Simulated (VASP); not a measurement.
## Ag: relaxation of cell and atoms with r2SCAN

Ag:

```xyz
1
Lattice="0.0000 2.0427 2.0427 2.0427 0.0000 2.0427 2.0427 2.0427 0.0000" Properties=species:S:1:pos:R:3 pbc="T T T"
Ag    0.0000    0.0000    0.0000
```

```yaml
Program: VASP 6.6.1
Task: relaxation of cell and atoms
Functional: r2SCAN
Potentials_or_basis: VASP PAW PBE potentials, release 64 (Ag)
Cutoff: 600 eV
k_mesh: 11 × 11 × 11
Occupations: gaussian, width 0.1 eV
Spin: no spin polarisation
Dipole_correction: no
Further_INCAR_settings: ALGO = Normal; EDIFF = 1e-06; IBRION = 2; EDIFFG = -0.02; NSW = 60; ISIF = 3
```

- Relaxed volume: 17.26 Å³/atom
- Relaxed cell: a = 2.901 Å, b = 2.901 Å, c = 2.901 Å, α = 60.00°, β = 60.00°, γ = 60.00°
- Space group after relaxing (to 0.05 Å): Fm-3m (No. 225)
- Energy gained by relaxing: 0.9 meV/atom
- Ionic steps: 3
- Pressure after relaxing: 0.0 GPa

The path:
```tsv
step	energy change (eV)	largest force (eV/Å)	pressure (GPa)	volume (Å³)
1	0.0000	0.0000	1.33	17.05
2	-0.0005	0.0000	-0.79	17.40
3	-0.0009	0.0000	0.05	17.26
```

Final structure:
```cif
data_structure
_symmetry_space_group_name_H-M 'P 1'
_symmetry_Int_Tables_number 1
_cell_length_a 2.9007
_cell_length_b 2.9007
_cell_length_c 2.9007
_cell_angle_alpha 60.000
_cell_angle_beta 60.000
_cell_angle_gamma 60.000
_cell_volume 17.26
loop_
_atom_site_label
_atom_site_type_symbol
_atom_site_fract_x
_atom_site_fract_y
_atom_site_fract_z
_atom_site_occupancy
Ag1 Ag 0.00000 0.00000 0.00000 1
```

Levels at points of the mesh, in eV from the Fermi level:
```csv
k point,band 4,band 5,band 6,band 7,band 8,band 9
"(0.00, 0.00, 0.00)",-5.40,-4.38,-4.38,16.32,19.98,19.98
```

Wall time 64 s on 1 thread of Intel(R) Xeon(R) Platinum 8259CL CPU @ 2.50GHz (Skylake/Cascade Lake), on a shared host, peak memory 0.15 GiB.

Caveat: the PAW data sets were made with another functional, which shifts forces and pressure a little. Zero-point motion and thermal expansion aren't in these numbers.
